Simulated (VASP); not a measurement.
# KCl (Sylvite) (P1) in VASP: a series of runs

Runs on KCl (Sylvite). Level: PBE. Tasks: single point.

Program: VASP 6.6.1. These are calculated values, not measurements. Logs are shortened: lines on timing, memory, paths and dates and some standing lists are left out, and cuts for length are marked.

## 1. The cell of the first run

The typed cell holds 2 atoms: a = 4.450 Å, b = 4.450 Å, c = 4.450 Å, α = 60.00°, β = 60.00°, γ = 60.00°.

## 2. Single point, PBE

The input, INCAR:

```
SYSTEM = KCl
ALGO     = Normal         ! electronic algorithm
EDIFF    = 1E-6           ! SCF threshold, eV
ENCUT    = 500            ! plane-wave cutoff, eV
GGA      = PE             ! functional
GGA_COMPAT= .FALSE.      
ISIF     = 2              ! what is computed and relaxed
ISMEAR   = 0              ! smearing method
LASPH    = .TRUE.         ! aspherical terms in the spheres
LCHARG   = .TRUE.         ! write CHGCAR
LELF     = .TRUE.         ! ELF
LREAL    = .FALSE.        ! projectors in reciprocal space
LVHAR    = .TRUE.       
LWAVE    = .FALSE.        ! write WAVECAR
NBANDS   = 15             ! bands
NELM     = 120            ! most SCF steps
PREC     = Accurate       ! precision mode
SIGMA    = 0.01           ! smearing width, eV
```

The input, KPOINTS:

```
k-points
0
G
  4 4 4
  0 0 0
```

The input, POSCAR:

```
KCl
1.0
    0.0000000000      3.1464700000      3.1464700000
    3.1464700000      0.0000000000      3.1464700000
    3.1464700000      3.1464700000      0.0000000000
K Cl
1 1
Direct
    0.9666381647      0.0320218353      0.0590481647
    0.4739900000      0.5033200000      0.4998500000
```

Potentials or basis: VASP PAW PBE potentials, release 64 (K_sv, Cl).

Command:

```bash
cat potpaw_PBE.64/K_sv/POTCAR potpaw_PBE.64/Cl/POTCAR > POTCAR
mpirun -np 1 vasp_std > vasp.out
```

OUTCAR:

```text
SYSTEM = KCl
   EDIFF = 1E-6
   ENCUT = 500
   GGA = PE
   ISIF = 2
   ISMEAR = 0
   LASPH = .TRUE.
   LREAL = .FALSE.
   NELM = 120
   PREC = Accurate

 ion  position               nearest neighbor table
   1  0.967  0.032  0.059-   2 2.88   2 3.00   2 3.10   2 3.23
   2  0.474  0.503  0.500-   1 2.88   1 3.00   1 3.10   1 3.23

  LATTYP: Found a face centered cubic cell.
 ALAT       =     6.2929400000

  Lattice vectors:

 A1 = (   0.0000000000,   3.1464700000,   3.1464700000)
 A2 = (   3.1464700000,   0.0000000000,   3.1464700000)
 A3 = (   3.1464700000,   3.1464700000,   0.0000000000)

Analysis of symmetry for initial positions (statically):
=====================================================================
 Subroutine PRICEL returns:
 Original cell was already a primitive cell.

 Routine SETGRP: Setting up the symmetry group for a
 face centered cubic supercell.

 Subroutine GETGRP returns: Found  1 space group operations
 (whereof  1 operations were pure point group operations)
 out of a pool of 48 trial point group operations.

The static configuration has the point symmetry C_1 .

Analysis of symmetry for dynamics (positions and initial velocities):
=====================================================================
 Subroutine PRICEL returns:
 Original cell was already a primitive cell.

 Routine SETGRP: Setting up the symmetry group for a
 face centered cubic supercell.

 Subroutine GETGRP returns: Found  1 space group operations
 (whereof  1 operations were pure point group operations)
 out of a pool of 48 trial point group operations.

The dynamic configuration has the point symmetry C_1 .

 Subroutine INISYM returns: Found  1 space group operations
 (whereof  1 operations are pure point group operations),
 and found     1 'primitive' translations

----------------------------------------------------------------------------------------

                                     Primitive cell

  volume of cell :      62.3018

  direct lattice vectors                    reciprocal lattice vectors
     0.000000000  3.146470000  3.146470000    -0.158908237  0.158908237  0.158908237
     3.146470000  0.000000000  3.146470000     0.158908237 -0.158908237  0.158908237
     3.146470000  3.146470000  0.000000000     0.158908237  0.158908237 -0.158908237

  length of vectors
     4.449780548  4.449780548  4.449780548     0.275237140  0.275237140  0.275237140

  position of ions in fractional coordinates (direct lattice)
     0.966638165  0.032021835  0.059048165
     0.473990000  0.503320000  0.499850000

  ion indices of the primitive-cell ions
   primitive index   ion index
                 1           1
                 2           2

----------------------------------------------------------------------------------------

 KPOINTS: k-points

Automatic generation of k-mesh.
 Grid dimensions read from file:
 generate k-points for:    4    4    4

 Generating k-lattice:

  Cartesian coordinates                     Fractional coordinates (reciprocal lattice)
    -0.039727059  0.039727059  0.039727059     0.250000000  0.000000000  0.000000000
     0.039727059 -0.039727059  0.039727059     0.000000000  0.250000000  0.000000000
     0.039727059  0.039727059 -0.039727059     0.000000000  0.000000000  0.250000000

  Length of vectors
     0.068809285  0.068809285  0.068809285

  Shift w.r.t. Gamma in fractional coordinates (k-lattice)
     0.000000000  0.000000000  0.000000000

 Subroutine IBZKPT returns following result:
 ===========================================

 Found     36 irreducible k-points:

 Following reciprocal coordinates:
            Coordinates               Weight
  0.000000  0.000000  0.000000      1.000000
  0.250000  0.000000  0.000000      2.000000
  0.000000  0.250000  0.000000      2.000000
  0.000000  0.000000  0.250000      2.000000
  0.250000  0.250000  0.250000      2.000000
  0.500000  0.000000  0.000000      1.000000
[... 16 lines left out ...]
  0.250000  0.500000  0.500000      2.000000
  0.500000  0.000000  0.250000      2.000000
 [... further k-points ...]
   k-points           NKPTS =     36   k-points in BZ     NKDIM =     36   number of bands    NBANDS=     15
   number of dos      NEDOS =    301   number of ions     NIONS =      2
   total plane-waves  NPLWV =  32768
   dimension x,y,z NGX =    32 NGY =   32 NGZ =   32
   dimension x,y,z NGXF=    64 NGYF=   64 NGZF=   64
   ions per type =               1   1
   NGX,Y,Z   is equivalent  to a cutoff of  11.96, 11.96, 11.96 a.u.
   NGXF,Y,Z  is equivalent  to a cutoff of  23.91, 23.91, 23.91 a.u.
 SYSTEM =  KCl
   PREC   = accura    normal or accurate (medium, high low for compatibility)
   ISTART =      0    job   : 0-new  1-cont  2-samecut
   ICHARG =      2    charge: 1-file 2-atom 10-const
   ISPIN  =      1    spin polarized calculation?
   LNONCOLLINEAR =      F non collinear calculations
   LSORBIT =      F    spin-orbit coupling
   LASPH  =      T    aspherical Exc in radial PAW
   ENCUT  =  500.0 eV  36.75 Ry    6.06 a.u.   8.11  8.11  8.11*2*pi/ulx,y,z
   NELM   =    120;   NELMIN=  2; NELMDL= -5     # of ELM steps
   EDIFF  = 0.1E-05   stopping-criterion for ELM
   LREAL  =      F    real-space projection
   EDIFFG = 0.1E-04   stopping-criterion for IOM
   NSW    =      0    number of steps for IOM
   IBRION =     -1    ionic relax: 0-MD 1-quasi-New 2-CG
   NFREE  =      0    steps in history (QN), initial steepest desc. (CG)
   ISIF   =      2    stress and relaxation
   ISYM   =      2    0-nonsym 1-usesym 2-fastsym
   POTIM  = 0.5000    time-step for ionic-motion
   TEBEG  =    0.0;   TEEND  =   0.0 temperature during run
   PSTRESS=    0.0 pullay stress
   NELECT =      16.0000    total number of electrons
   NUPDOWN=      -1.0000    fix difference up-down
   EMIN   =  10.00;   EMAX   =-10.00  energy-range for DOS
   EFERMI =   0.00;   METHOD = LEGACY
   ISMEAR =     0;   SIGMA  =   0.01  broadening in eV -4-tet -1-fermi 0-gaus
   EFERMI_NEDOS =   21; number of points for ismear=-14 and -15
   IALGO  =     38    algorithm
   IMIX   =      4    mixing-type and parameters
     AMIX     =   0.40;   BMIX     =  1.00
     AMIX_MAG =   1.60;   BMIX_MAG =  1.00
  volume/ion in A,a.u.               =      31.15       210.22
  Fermi-wavevector in a.u.,A,eV,Ry     =   1.040594  1.966437 14.732871  1.082835
  Thomas-Fermi vector in A             =   2.175177
   LORBIT       =      0    0 simple, 1 ext, 2 COOP (PROOUT), +10 PAW based schemes
   GGA     = PE    functional components
   LHFCALC =     F    Hartree Fock is set to
   AEXX    =    0.0000 exact exchange contribution
   IVDW    =     0    specifies the selected vdW correction
   LEPSILON=     F    determine dielectric tensor
   LRPA    =     F    only Hartree local field effects (RPA)
 non-spin polarized calculation
 Gauss-broadening in eV      SIGMA  =   0.01
  energy-cutoff  :      500.00
  volume of cell :       62.30
 maximum number of plane-waves:      1604
   NGX = 17   NGY = 17   NGZ = 17

 number of electron      16.0000000 magnetization

 Free energy of the ion-electron system (eV)
  ---------------------------------------------------
  ext. energy  EPLUGINS =         0.00000000
  ---------------------------------------------------
  free energy    TOTEN  =        -6.72645395 eV

  energy without entropy =       -6.72645395  energy(sigma->0) =       -6.72645395

 E-fermi :  -1.7625     XC(G=0):  -7.5232

 val. band max:       -1.8768484344   @ k =   0.0000   0.0000   0.0000
 cond. band min:       3.3327212070   @ k =   0.0000   0.0000   0.0000
 fundamental gap:      5.2095696414
 Fermi energy:        -1.7625330909

 k-point     1 :       0.0000    0.0000    0.0000
  band No.  band energies     occupation
      1     -29.0052      2.00000
      2     -14.0035      2.00000
      3     -12.4756      2.00000
      4     -12.4683      2.00000
      5     -12.4461      2.00000
      6      -1.8869      2.00000
      7      -1.8851      2.00000
      8      -1.8768      2.00000
      9       3.3327      0.00000
     10       6.5366      0.00000
     11       6.6359      0.00000
     12       6.7492      0.00000
     13       7.5020      0.00000
     14       7.6222      0.00000
     15      10.8530      0.00000

 k-point     2 :       0.2500    0.0000    0.0000
  band No.  band energies     occupation
      1     -28.9996      2.00000
      2     -14.1108      2.00000
      3     -12.4917      2.00000
      4     -12.4761      2.00000
      5     -12.3023      2.00000
      6      -2.4497      2.00000
      7      -2.0264      2.00000
      8      -1.9978      2.00000
      9       4.5757      0.00000
     10       6.1881      0.00000
     11       7.1696      0.00000
     12       7.2787      0.00000
     13       8.4632      0.00000
     14       8.6697      0.00000
     15      11.6808      0.00000

 k-point     3 :       0.0000    0.2500    0.0000
  band No.  band energies     occupation
      1     -28.9996      2.00000
      2     -14.1080      2.00000
      3     -12.4904      2.00000
      4     -12.4767      2.00000
      5     -12.3058      2.00000
      6      -2.4499      2.00000
      7      -2.0283      2.00000
      8      -2.0018      2.00000
      9       4.5761      0.00000
     10       6.2163      0.00000
     11       7.1918      0.00000
     12       7.2667      0.00000
     13       8.4582      0.00000
     14       8.6375      0.00000
     15      11.6522      0.00000
[... 343 lines left out ...]
 k-point    23 :       0.2500    0.5000    0.5000
  band No.  band energies     occupation
      1     -28.9926      2.00000
      2     -14.0747      2.00000
      3     -12.5518      2.00000
      4     -12.5045      2.00000
      5     -12.3275      2.00000
      6      -2.5954      2.00000
      7      -2.2503      2.00000
      8      -2.1298      2.00000
      9       5.5701      0.00000
     10       6.3417      0.00000
     11       8.1778      0.00000
     12       8.8362      0.00000
     13       8.8833      0.00000
     14       9.2739      0.00000
     15       9.9946      0.00000

 k-point    24 :       0.5000    0.0000    0.2500
  band No.  band energies     occupation
      1     -28.9925      2.00000
      2     -14.0876      2.00000
      3     -12.5443      2.00000
      4     -12.5128      2.00000
      5     -12.3135      2.00000
      6      -2.6020      2.00000
      7      -2.2434      2.00000
      8      -2.1040      2.00000
      9       5.5372      0.00000
     10       6.3583      0.00000
     11       7.8246      0.00000
     12       8.8648      0.00000
     13       9.0062      0.00000
     14       9.4085      0.00000
     15       9.9007      0.00000

 [... further k-points ...]

------------------------ aborting loop because EDIFF is reached ----------------------------------------

  FORCE on cell =-STRESS in cart. coord.  units (eV):
  Direction    XX          YY          ZZ          XY          YZ          ZX
  --------------------------------------------------------------------------------------
  -------------------------------------------------------------------------------------
  Total        1.0393908      0.4944682      0.2721629     -0.1251968     -0.0251963     -0.0490040
  in kB       26.7293655     12.7159316      6.9990428     -3.2196077     -0.6479577     -1.2602055
  external PRESSURE =      15.4814467 kB  Pullay stress =       0.0000000 kB

 VOLUME and BASIS-vectors are now :
 -----------------------------------------------------------------------------
  energy-cutoff  :      500.00
  volume of cell :       62.30
      direct lattice vectors                 reciprocal lattice vectors
     0.000000000  3.146470000  3.146470000    -0.158908237  0.158908237  0.158908237
     3.146470000  0.000000000  3.146470000     0.158908237 -0.158908237  0.158908237
     3.146470000  3.146470000  0.000000000     0.158908237  0.158908237 -0.158908237

 POSITION                                       TOTAL-FORCE (eV/Angst)
 -----------------------------------------------------------------------------------
      0.28655      3.22729      3.14225        -0.450039     -0.207239     -0.075568
      3.15644      3.06416      3.07508         0.450039      0.207239      0.075568
 -----------------------------------------------------------------------------------
    total drift:                               -0.000170     -0.000071     -0.000069

  FREE ENERGIE OF THE ION-ELECTRON SYSTEM (eV)
  ---------------------------------------------------
  free  energy   TOTEN  =        -6.7264539506 eV

  energy  without entropy=       -6.7264539506  energy(sigma->0) =       -6.72645395
```

Run time: 12 s. Hardware: 1 thread of Intel Xeon 6975P-C (Granite Rapids), shared host; peak memory 0.18 GiB.

What came out:

* Free energy: -6.7265 eV
* Pressure: 1.5 GPa
* Largest force: 0.501 eV/Å
* Band gap on the k mesh: 5.21 eV, direct

Forces on the atoms (eV/Å):
```
K   -0.450 -0.207 -0.076
Cl   0.450  0.207  0.076
```

Stress tensor (GPa, compression positive):
```
 2.67 -0.32 -0.13
-0.32  1.27 -0.06
-0.13 -0.06  0.70
```

Levels at points of the mesh, in eV from the valence-band top:
```
           k point  band 5  band 6  band 7  band 8  band 9  band 10  band 11  band 12
(0.00, 0.00, 0.00)  -10.57   -0.01   -0.01    0.00    5.21     8.41     8.51     8.63
(0.50, 0.00, 0.00)  -10.31   -1.01   -0.28   -0.25    7.52     8.50    10.29    10.38
(0.00, 0.50, 0.00)  -10.31   -1.01   -0.29   -0.25    7.53     8.52    10.28    10.42
(0.00, 0.00, 0.50)  -10.33   -1.02   -0.30   -0.28    7.57     8.61    10.28    10.55
(0.50, 0.50, 0.50)  -10.35   -1.02   -0.31   -0.30    7.62     8.71    10.38    10.59
(0.50, 0.50, 0.00)  -10.59   -0.63   -0.24   -0.20    6.72     8.28    10.03    10.33
(0.00, 0.50, 0.50)  -10.60   -0.60   -0.21   -0.20    6.62     8.37     9.34    10.36
(0.50, 0.00, 0.50)  -10.59   -0.62   -0.24   -0.19    6.69     8.31     9.74    10.34
```

Caveat: the k points lie up to 0.43 Å⁻¹ apart.

## 3. Single point, PBE

The input, INCAR:

```
SYSTEM = KCl
ALGO = Normal
EDIFF = 1E-6
ENCUT = 500
GGA = PE
GGA_COMPAT = .False.
ISIF = 2
ISMEAR = 0
LASPH = .True.
LCHARG = .True.
LELF = .True.
LREAL = .False.
LVHAR = .True.
LWAVE = .False.
NBANDS = 15
NELM = 120
PREC = Accurate
SIGMA = 0.01
```

The input, KPOINTS:

```
k-points
0
Gamma
  4 4 4
  0 0 0
```

Changes to POSCAR since step 2:

```diff
@@ -8,3 +8,3 @@
 Direct
-    0.9666381647      0.0320218353      0.0590481647
+    0.9602818353      0.0383781647      0.0526918353
     0.4739900000      0.5033200000      0.4998500000
```

Potentials or basis: VASP PAW PBE potentials, release 64 (K_sv, Cl).

Command:

```bash
cat potpaw_PBE.64/K_sv/POTCAR potpaw_PBE.64/Cl/POTCAR > POTCAR
mpirun -np 1 vasp_std > vasp.out
```

Run time: 12 s. Hardware: 1 thread of Intel Xeon 6975P-C (Granite Rapids), shared host; peak memory 0.18 GiB.

The run converged. Its results:

| Quantity | Value |
| --- | --- |
| Free energy | -6.7336 eV |
| Pressure | 1.5 GPa |
| Largest force | 0.488 eV/Å |
| Band gap on the k mesh | 5.21 eV, direct |

Forces on the atoms (eV/Å):
```
K   -0.458 -0.150 -0.077
Cl   0.458  0.150  0.077
```

Stress tensor (GPa, compression positive):
```
 2.71 -0.24 -0.13
-0.24  0.99 -0.05
-0.13 -0.05  0.72
```

Levels at points of the mesh, in eV from the valence-band top:
```tsv
k point	band 6	band 7	band 8	band 9	band 10	band 11
(0.00, 0.00, 0.00)	-0.01	-0.01	0.00	5.21	8.42	8.50
(0.50, 0.00, 0.00)	-1.02	-0.29	-0.26	7.53	8.51	10.32
(0.00, 0.50, 0.00)	-1.02	-0.29	-0.27	7.54	8.55	10.30
(0.00, 0.00, 0.50)	-1.02	-0.30	-0.28	7.56	8.60	10.31
(0.50, 0.50, 0.50)	-1.02	-0.31	-0.30	7.61	8.69	10.39
(0.50, 0.50, 0.00)	-0.63	-0.24	-0.20	6.70	8.29	10.02
(0.00, 0.50, 0.50)	-0.60	-0.21	-0.20	6.60	8.38	9.33
(0.50, 0.00, 0.50)	-0.63	-0.24	-0.19	6.68	8.30	9.86
```

Caveat: the k points lie up to 0.43 Å⁻¹ apart.

## 4. Single point, PBE

This run uses another cell than the first one, of 31.31 Å³/atom, 1.005 times its volume.

The input, INCAR:

```
SYSTEM = KCl
ALGO     = Normal         ! electronic algorithm
EDIFF    = 1E-6           ! SCF threshold, eV
ENCUT    = 500            ! plane-wave cutoff, eV
GGA      = PE             ! functional
GGA_COMPAT= .FALSE.      
ISIF     = 2              ! what is computed and relaxed
ISMEAR   = 0              ! smearing method
LASPH    = .TRUE.         ! aspherical terms in the spheres
LCHARG   = .FALSE.        ! write CHGCAR
LREAL    = .FALSE.        ! projectors in reciprocal space
LWAVE    = .FALSE.        ! write WAVECAR
NBANDS   = 15             ! bands
NELM     = 120            ! most SCF steps
PREC     = Accurate       ! precision mode
SIGMA    = 0.01           ! smearing width, eV
```

The input, KPOINTS:

```
k-points
0
G
  4 4 4
  0 0 0
```

The input, POSCAR:

```
KCl
1.0
    0.0000000000      3.1517054007      3.1517054007
    3.1517054007      0.0000000000      3.1517054007
    3.1517054007      3.1517054007      0.0000000000
K Cl
1 1
Direct
    0.9634600000      0.0352000000      0.0558700000
    0.4739900000      0.5033200000      0.4998500000
```

Command:

```bash
cat potpaw_PBE.64/K_sv/POTCAR potpaw_PBE.64/Cl/POTCAR > POTCAR
mpirun -np 1 vasp_std > vasp.out
```

It took 16 s on 1 thread of Intel Xeon 6975P-C (Granite Rapids), shared host; peak memory 0.2 GiB.

The run converged. Its results:

```
Free energy            : -6.7332 eV
Pressure               : 1.4 GPa
Largest force          : 0.484 eV/Å
Band gap on the k mesh : 5.19 eV, direct
```

Forces on the atoms (eV/Å):
```
K   -0.445 -0.174 -0.075
Cl   0.445  0.174  0.075
```

Stress tensor (GPa, compression positive):
```
 2.56 -0.27 -0.12
-0.27  1.02 -0.05
-0.12 -0.05  0.62
```

Levels at points of the mesh, in eV from the valence-band top:
```csv
k point,band 4,band 5,band 6,band 7,band 8,band 9,band 10,band 11,band 12,band 13
"(0.00, 0.00, 0.00)",-10.61,-10.59,-0.01,-0.01,0.00,5.19,8.41,8.50,8.60,9.36
"(0.50, 0.00, 0.00)",-10.62,-10.33,-1.01,-0.28,-0.25,7.51,8.49,10.29,10.36,11.31
"(0.00, 0.50, 0.00)",-10.62,-10.34,-1.01,-0.29,-0.26,7.52,8.52,10.28,10.42,11.23
"(0.00, 0.00, 0.50)",-10.62,-10.35,-1.01,-0.30,-0.27,7.55,8.59,10.28,10.52,11.18
"(0.50, 0.50, 0.50)",-10.62,-10.37,-1.01,-0.31,-0.30,7.60,8.68,10.37,10.56,11.22
"(0.50, 0.50, 0.00)",-10.67,-10.61,-0.63,-0.24,-0.20,6.71,8.26,10.00,10.32,10.81
"(0.00, 0.50, 0.50)",-10.66,-10.62,-0.60,-0.21,-0.20,6.61,8.35,9.31,10.34,11.57
"(0.50, 0.00, 0.50)",-10.66,-10.61,-0.62,-0.24,-0.19,6.69,8.28,9.78,10.32,11.05
```

Caveat: the k points lie up to 0.43 Å⁻¹ apart. PBE gaps usually lie below the measured ones, often by a third to a half.
